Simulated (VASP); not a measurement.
# In (Im-3m) in VASP: further runs

The runs below take In through single point, with PBE.

All numbers are computed with VASP 6.6.1; they aren't measurements. Logs are shortened: lines on timing, memory, paths and dates and some standing lists are left out, and cuts for length are marked.

**1. The cell of the first run**

It takes space group Im-3m (No. 229, cubic). The conventional cell has a = 3.819 Å, b = 3.819 Å, c = 3.819 Å, α = 90.00°, β = 90.00°, γ = 90.00°. In (site symmetry m-3m) has 14 In at 3.31 to 3.82 Å within 4.3 Å.

**2. Single point, PBE**

INCAR

```
SYSTEM = In
  ALGO = Normal
  EDIFF = 1E-6
  ENCUT = 520
  GGA = PE
  ISIF = 2
  ISMEAR = -1
  LASPH = .TRUE.
  LCHARG = .FALSE.
  LREAL = .FALSE.
  LWAVE = .FALSE.
  NBANDS = 12
  NELM = 60
  PREC = Accurate
  SIGMA = 0.1
```

KPOINTS

```
k-points
0
G
  16 16 16
  0 0 0
```

POSCAR

```
In
1.0
   -1.9093806283      1.9093806283      1.9093806283
    1.9093806283     -1.9093806283      1.9093806283
    1.9093806283      1.9093806283     -1.9093806283
In
1
Direct
    0.0000000000      0.0000000000      0.0000000000
```

Potentials or basis: VASP PAW PBE potentials, release 64 (In_d).

The run is started by

```
$ cat potpaw_PBE.64/In_d/POTCAR > POTCAR
$ mpirun -np 1 vasp_std > vasp.out
```

OUTCAR:

```text
SYSTEM = In
   EDIFF = 1E-6
   ENCUT = 520
   GGA = PE
   ISIF = 2
   ISMEAR = -1
   LASPH = .TRUE.
   LREAL = .FALSE.
   NELM = 60
   PREC = Accurate

 ion  position               nearest neighbor table
   1  0.000  0.000  0.000-

  LATTYP: Found a body centered cubic cell.
 ALAT       =     3.8187612566

  Lattice vectors:

 A1 = (  -1.9093806283,   1.9093806283,   1.9093806283)
 A2 = (   1.9093806283,  -1.9093806283,   1.9093806283)
 A3 = (   1.9093806283,   1.9093806283,  -1.9093806283)

Analysis of symmetry for initial positions (statically):
=====================================================================
 Subroutine PRICEL returns:
 Original cell was already a primitive cell.

 Routine SETGRP: Setting up the symmetry group for a
 body centered cubic supercell.

 Subroutine GETGRP returns: Found 48 space group operations
 (whereof 48 operations were pure point group operations)
 out of a pool of 48 trial point group operations.

The static configuration has the point symmetry O_h .

Analysis of symmetry for dynamics (positions and initial velocities):
=====================================================================
 Subroutine PRICEL returns:
 Original cell was already a primitive cell.

 Routine SETGRP: Setting up the symmetry group for a
 body centered cubic supercell.

 Subroutine GETGRP returns: Found 48 space group operations
 (whereof 48 operations were pure point group operations)
 out of a pool of 48 trial point group operations.

The dynamic configuration has the point symmetry O_h .

 Subroutine INISYM returns: Found 48 space group operations
 (whereof 48 operations are pure point group operations),
 and found     1 'primitive' translations

----------------------------------------------------------------------------------------

                                     Primitive cell

  volume of cell :      27.8444

  direct lattice vectors                    reciprocal lattice vectors
    -1.909380628  1.909380628  1.909380628     0.000000000  0.261865022  0.261865022
     1.909380628 -1.909380628  1.909380628     0.261865022  0.000000000  0.261865022
     1.909380628  1.909380628 -1.909380628     0.261865022  0.261865022  0.000000000

  length of vectors
     3.307144259  3.307144259  3.307144259     0.370333065  0.370333065  0.370333065

  position of ions in fractional coordinates (direct lattice)
     0.000000000  0.000000000  0.000000000

  ion indices of the primitive-cell ions
   primitive index   ion index
                 1           1

----------------------------------------------------------------------------------------

 KPOINTS: k-points

Automatic generation of k-mesh.
 Grid dimensions read from file:
 generate k-points for:   16   16   16

 Generating k-lattice:

  Cartesian coordinates                     Fractional coordinates (reciprocal lattice)
     0.000000000  0.016366564  0.016366564     0.062500000  0.000000000  0.000000000
     0.016366564  0.000000000  0.016366564     0.000000000  0.062500000  0.000000000
     0.016366564  0.016366564  0.000000000     0.000000000  0.000000000  0.062500000

  Length of vectors
     0.023145817  0.023145817  0.023145817

  Shift w.r.t. Gamma in fractional coordinates (k-lattice)
     0.000000000  0.000000000  0.000000000

 Subroutine IBZKPT returns following result:
 ===========================================

 Found    145 irreducible k-points:

 Following reciprocal coordinates:
            Coordinates               Weight
  0.000000  0.000000  0.000000      1.000000
  0.062500  0.000000  0.000000     12.000000
  0.125000  0.000000  0.000000     12.000000
  0.187500  0.000000  0.000000     12.000000
  0.250000  0.000000  0.000000     12.000000
  0.312500  0.000000  0.000000     12.000000
[... 16 lines left out ...]
  0.187500  0.187500  0.000000     24.000000
  0.250000  0.187500  0.000000     48.000000
 [... further k-points ...]
   k-points           NKPTS =    145   k-points in BZ     NKDIM =    145   number of bands    NBANDS=     12
   number of dos      NEDOS =    301   number of ions     NIONS =      1
   total plane-waves  NPLWV =  21952
   dimension x,y,z NGX =    28 NGY =   28 NGZ =   28
   dimension x,y,z NGXF=    56 NGYF=   56 NGZF=   56
   ions per type =               1
   NGX,Y,Z   is equivalent  to a cutoff of  14.08, 14.08, 14.08 a.u.
   NGXF,Y,Z  is equivalent  to a cutoff of  28.15, 28.15, 28.15 a.u.
 SYSTEM =  In
   PREC   = accura    normal or accurate (medium, high low for compatibility)
   ISTART =      0    job   : 0-new  1-cont  2-samecut
   ICHARG =      2    charge: 1-file 2-atom 10-const
   ISPIN  =      1    spin polarized calculation?
   LNONCOLLINEAR =      F non collinear calculations
   LSORBIT =      F    spin-orbit coupling
   LASPH  =      T    aspherical Exc in radial PAW
   ENCUT  =  520.0 eV  38.22 Ry    6.18 a.u.   6.15  6.15  6.15*2*pi/ulx,y,z
   NELM   =     60;   NELMIN=  2; NELMDL= -5     # of ELM steps
   EDIFF  = 0.1E-05   stopping-criterion for ELM
   LREAL  =      F    real-space projection
   EDIFFG = 0.1E-04   stopping-criterion for IOM
   NSW    =      0    number of steps for IOM
   IBRION =     -1    ionic relax: 0-MD 1-quasi-New 2-CG
   NFREE  =      0    steps in history (QN), initial steepest desc. (CG)
   ISIF   =      2    stress and relaxation
   ISYM   =      2    0-nonsym 1-usesym 2-fastsym
   POTIM  = 0.5000    time-step for ionic-motion
   TEBEG  =    0.0;   TEEND  =   0.0 temperature during run
   PSTRESS=    0.0 pullay stress
   NELECT =      13.0000    total number of electrons
   NUPDOWN=      -1.0000    fix difference up-down
   EMIN   =  10.00;   EMAX   =-10.00  energy-range for DOS
   EFERMI =   0.00;   METHOD = LEGACY
   ISMEAR =    -1;   SIGMA  =   0.10  broadening in eV -4-tet -1-fermi 0-gaus
   EFERMI_NEDOS =   21; number of points for ismear=-14 and -15
   IALGO  =     38    algorithm
   IMIX   =      4    mixing-type and parameters
     AMIX     =   0.40;   BMIX     =  1.00
     AMIX_MAG =   1.60;   BMIX_MAG =  1.00
  volume/ion in A,a.u.               =      27.84       187.90
  Fermi-wavevector in a.u.,A,eV,Ry     =   1.270019  2.399987 21.945482  1.612947
  Thomas-Fermi vector in A             =   2.403029
   LORBIT       =      0    0 simple, 1 ext, 2 COOP (PROOUT), +10 PAW based schemes
   GGA     = PE    functional components
   LHFCALC =     F    Hartree Fock is set to
   AEXX    =    0.0000 exact exchange contribution
   IVDW    =     0    specifies the selected vdW correction
   LEPSILON=     F    determine dielectric tensor
   LRPA    =     F    only Hartree local field effects (RPA)
 non-spin polarized calculation
  energy-cutoff  :      520.00
  volume of cell :       27.84
 maximum number of plane-waves:       767
 NGX is ok and might be reduce to    28
   NGX = 13   NGY = 13   NGZ = 13

 number of electron      13.0000004 magnetization

 Free energy of the ion-electron system (eV)
  ---------------------------------------------------
  ext. energy  EPLUGINS =         0.00000000
  ---------------------------------------------------
  free energy    TOTEN  =        -2.55636195 eV

  energy without entropy =       -2.53937478  energy(sigma->0) =       -2.54786837

 E-fermi :   6.8488     XC(G=0):  -9.9619

 val. band max:        6.8448249566   @ k =   0.3125   0.1250   0.0000
 cond. band min:       6.8697327330   @ k =  -0.4375   0.5000   0.3125
 fundamental gap:      0.0249077764
 Fermi energy:         6.8487725496

 k-point     1 :       0.0000    0.0000    0.0000
  band No.  band energies     occupation
      1      -7.7793      2.00000
      2      -7.7793      2.00000
      3      -7.7793      2.00000
      4      -7.5427      2.00000
      5      -7.5427      2.00000
      6      -2.2834      2.00000
      7      17.2844      0.00000
      8      17.2844      0.00000
      9      17.2844      0.00000
     10      19.6518      0.00000
     11      19.6518      0.00000
     12      19.6518      0.00000

 k-point     2 :       0.0625    0.0000    0.0000
  band No.  band energies     occupation
      1      -7.7828      2.00000
      2      -7.7756      2.00000
      3      -7.7653      2.00000
      4      -7.5465      2.00000
      5      -7.5428      2.00000
      6      -2.1973      2.00000
      7      16.4157      0.00000
      8      16.8725      0.00000
      9      17.1021      0.00000
     10      18.9511      0.00000
     11      19.2557      0.00000
     12      19.5152      0.00000

 k-point     3 :       0.1250    0.0000    0.0000
  band No.  band energies     occupation
      1      -7.7929      2.00000
      2      -7.7668      2.00000
      3      -7.7252      2.00000
      4      -7.5567      2.00000
      5      -7.5433      2.00000
      6      -1.9379      2.00000
      7      14.5173      0.00000
      8      15.9994      0.00000
      9      16.5871      0.00000
     10      18.2695      0.00000
     11      18.6016      0.00000
     12      19.5120      0.00000
[... 286 lines left out ...]
 k-point    23 :       0.1875    0.1875    0.0000
  band No.  band energies     occupation
      1      -7.8186      2.00000
      2      -7.7501      2.00000
      3      -7.5853      2.00000
      4      -7.5638      2.00000
      5      -7.5225      2.00000
      6       0.0811      2.00000
      7       9.3385      0.00000
      8      10.6615      0.00000
      9      13.9042      0.00000
     10      18.6339      0.00000
     11      18.6453      0.00000
     12      21.5907      0.00000

 k-point    24 :       0.2500    0.1875    0.0000
  band No.  band energies     occupation
      1      -7.8268      2.00000
      2      -7.7419      2.00000
      3      -7.5799      2.00000
      4      -7.5667      2.00000
      5      -7.4900      2.00000
      6       0.9573      2.00000
      7       7.8712      0.00007
      8       9.7602      0.00000
      9      13.4450      0.00000
     10      18.3082      0.00000
     11      19.3548      0.00000
     12      21.8365      0.00000

 [... further k-points ...]

------------------------ aborting loop because EDIFF is reached ----------------------------------------

  FORCE on cell =-STRESS in cart. coord.  units (eV):
  Direction    XX          YY          ZZ          XY          YZ          ZX
  --------------------------------------------------------------------------------------
  -------------------------------------------------------------------------------------
  Total       -0.0062243     -0.0062243     -0.0062243      0.0000000     -0.0000000      0.0000000
  in kB       -0.3581482     -0.3581482     -0.3581482      0.0000000     -0.0000000      0.0000000
  external PRESSURE =      -0.3581482 kB  Pullay stress =       0.0000000 kB

 VOLUME and BASIS-vectors are now :
 -----------------------------------------------------------------------------
  energy-cutoff  :      520.00
  volume of cell :       27.84
      direct lattice vectors                 reciprocal lattice vectors
    -1.909380628  1.909380628  1.909380628     0.000000000  0.261865022  0.261865022
     1.909380628 -1.909380628  1.909380628     0.261865022  0.000000000  0.261865022
     1.909380628  1.909380628 -1.909380628     0.261865022  0.261865022  0.000000000

 POSITION                                       TOTAL-FORCE (eV/Angst)
 -----------------------------------------------------------------------------------
      0.00000      0.00000      0.00000        -0.000000      0.000000     -0.000000
 -----------------------------------------------------------------------------------
    total drift:                               -0.000000     -0.000000     -0.000000

  FREE ENERGIE OF THE ION-ELECTRON SYSTEM (eV)
  ---------------------------------------------------
  free  energy   TOTEN  =        -2.5563619508 eV

  energy  without entropy=       -2.5393747827  energy(sigma->0) =       -2.54786837
```

Wall time 65 s (1 thread of Intel Xeon 8259CL, shared host); peak memory 0.19 GiB.

What came out:

| Property | Result |
| --- | --- |
| Free energy | -2.5564 eV |
| Pressure | 0.0 GPa |

Caveat: spin-orbit coupling is left out, which moves the levels of the heavy elements.

**3. Single point, PBE**

INCAR

```
SYSTEM = In
ALGO = Normal
EDIFF = 1E-7
ENCUT = 520
GGA = PE
ISIF = 2
ISMEAR = -1
LASPH = .TRUE.
LCHARG = .FALSE.
LREAL = .FALSE.
LWAVE = .FALSE.
NBANDS = 12
NELM = 100
PREC = Accurate
SIGMA = 0.1
```

KPOINTS is that of step 2.

POSCAR

```
In
1.0
   -1.9093797238      1.9093797238      1.9093797238
    1.9093797238     -1.9093797238      1.9093797238
    1.9093797238      1.9093797238     -1.9093797238
In
1
Direct
    0.0000000000      0.0000000000      0.0000000000
```

Potentials or basis: VASP PAW PBE potentials, release 64 (In_d).

The run is started by

```
$ cat potpaw_PBE.64/In_d/POTCAR > POTCAR
$ mpirun -np 1 vasp_std > vasp.out
```

Run time: 28 s. Hardware: 1 thread of AMD EPYC 9R45 (Zen 5), shared host; peak memory 0.15 GiB.

Results (log left out):

```yaml
Free_energy: -2.5564 eV
Pressure: 0.0 GPa
```

Levels at points of the mesh, in eV from the Fermi level:
```
           k point  band 3  band 4  band 5  band 6  band 7  band 8  band 9  band 10
(0.00, 0.00, 0.00)  -14.63  -14.39  -14.39   -9.13   10.44   10.44   10.44    12.80
(0.50, 0.00, 0.00)  -14.40  -14.39  -14.24   -3.93   -2.94    5.63    7.09     9.70
(0.50, 0.50, 0.50)  -14.28  -14.28  -14.28    0.59    1.26    1.26    1.26     5.16
```

Caveat: spin-orbit coupling is left out, which moves the levels of the heavy elements.
